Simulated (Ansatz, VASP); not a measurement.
## Sn in VASP and in Ansatz

INCAR

```
ALGO = Fast
EDIFF = 1E-6
ENCUT = 520
GGA = PS
ISIF = 2
ISMEAR = 0
LASPH = True
LCHARG = False
LREAL = False
LWAVE = False
NBANDS = 13
NELM = 100
PREC = Accurate
SIGMA = 0.15
```

KPOINTS

```
k-points
0
Gamma
  18 18 18
```

POSCAR

```
Sn
1.0
   -1.8378122646      1.8378122646      1.8662320419
    1.8378122646     -1.8378122646      1.8662320419
    1.8378122646      1.8378122646     -1.8662320419
Sn
1
Direct
    0.0000000000      0.0000000000      0.0000000000
```

Input for Ansatz:

```yaml
crystal:
  lattice:
    - [-1.8378122646, 1.8378122646, 1.8662320419]
    - [1.8378122646, -1.8378122646, 1.8662320419]
    - [1.8378122646, 1.8378122646, -1.8662320419]
  atoms:
    - { symbol: Sn, position: [0.0, 0.0, 0.0] }
basis:
  ecutwfc: 420
kpoints:
  mp_grid: { grid: [18, 18, 18] }
hamiltonian:
  xc: pbesol
scf:
  occupations: { method: gaussian, width: 0.15 }
output:
  forces: true
  stress: true
  eigenvalues: true
```

Change from the starting cell: strain -0.030 along x and y, -0.015 along z, atoms carried along.

Alike in both runs: task single point; functional PBEsol; k mesh 18 × 18 × 18; occupations gaussian, width 0.15 eV; no spin polarisation.

```csv
,VASP,Ansatz
version,VASP 6.6.1,Ansatz 0.2.0
potentials or method,"VASP PAW PBE potentials, release 64 (Sn_d), cutoff 520 eV","scalar-relativistic, plane waves, PAW"
valence electrons in the cell,14,14
```

```csv
,VASP,Ansatz,Ansatz less VASP
gap on the k mesh at the Fermi level (eV),none,none,-
pressure (GPa),2.3,2.3,+0.02
"traceless stress, the component that is largest in VASP (GPa)",0.35,0.35,0.000
```

VASP's potentials were made for PBE, not for PBEsol. A gap of «none» marks a metal or a gap that the smearing closes. With one functional, cell and mesh, what is left measures potentials, basis and numerics.
